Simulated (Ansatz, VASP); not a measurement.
**One calculation of FeO, two programs**

INCAR

```
SYSTEM = FeO
ALGO = Normal ; EDIFF = 1E-7
ENCUT = 520 ; GGA = PE
ISIF = 2 ; ISMEAR = -1
ISPIN = 2 ; LASPH = .True.
LCHARG = .True. ; LELF = .True.
LMAXMIX = 4 ; LORBIT = 11
LREAL = .False. ; LVHAR = .True.
LWAVE = .False. ; MAGMOM = 3 0
NBANDS = 18 ; NELM = 150
PREC = Accurate ; SIGMA = 0.05
```

The input KPOINTS:

```
k-points
0
Gamma
  6 6 6
  0 0 0
```

The input POSCAR:

```
FeO
1.0
    0.0000000000      2.1554000000      2.1554000000
    2.1554000000      0.0000000000      2.1554000000
    2.1554000000      2.1554000000      0.0000000000
Fe O
1 1
Direct
    0.0000000000      0.0000000000      0.0000000000
    0.5000000000      0.5000000000      0.5000000000
```

File input.yaml:

```yaml
crystal:
  lattice:
    - [0.0, 2.1554, 2.1554]
    - [2.1554, 0.0, 2.1554]
    - [2.1554, 2.1554, 0.0]
  atoms:
    - { symbol: Fe, position: [0.0, 0.0, 0.0], spin: 3.0 }
    - { symbol: O, position: [0.5, 0.5, 0.5] }
hamiltonian:
  xc: pbe
  pseudopotentials: { kind: paw }
magnetization:
  spin_polarized: true
kpoints:
  mp_grid: { grid: [6, 6, 6] }
scf:
  occupations: { method: fermi_dirac, width: 0.05 }
output:
  forces: true
  stress: true
  eigenvalues: true
```

Alike in both runs: task single point; functional PBE; k mesh 6 × 6 × 6; occupations fermi-dirac, width 0.05 eV; collinear spin.

|  | VASP | Ansatz |
| --- | --- | --- |
| version | VASP 6.6.1 | Ansatz 0.2.0 |
| potentials or method | VASP PAW PBE potentials, release 64 (Fe, O) | Ansatz PAW |
| plane-wave cutoff (eV) | 520 | 420 |
| valence electrons in the cell | 14 | 22 |

VASP gave:

```
gap on the k mesh at the Fermi level (eV)                     : none
pressure (GPa)                                                : 0.1
net moment per atom (μB)                                      : 2.00
size of the moment on the site where the two differ most (μB) : 3.62
```

Estimate Ansatz's values.

gap on the k mesh at the Fermi level (eV): none; pressure (GPa): 0.0; net moment per atom (μB): 2.00; size of the moment on the site where the two differ most (μB): 3.45.

Site moments also hang on the region over which each program counts them. A gap of «none» marks a metal or a gap that the smearing closes. With one functional, cell and mesh, what is left measures potentials, basis and numerics. VASP's potentials hold 14 valence electrons a cell and Ansatz's 22, so a difference there can come from the potentials and not from the codes.

The k mesh is coarse, so the values compare programs but aren't converged.
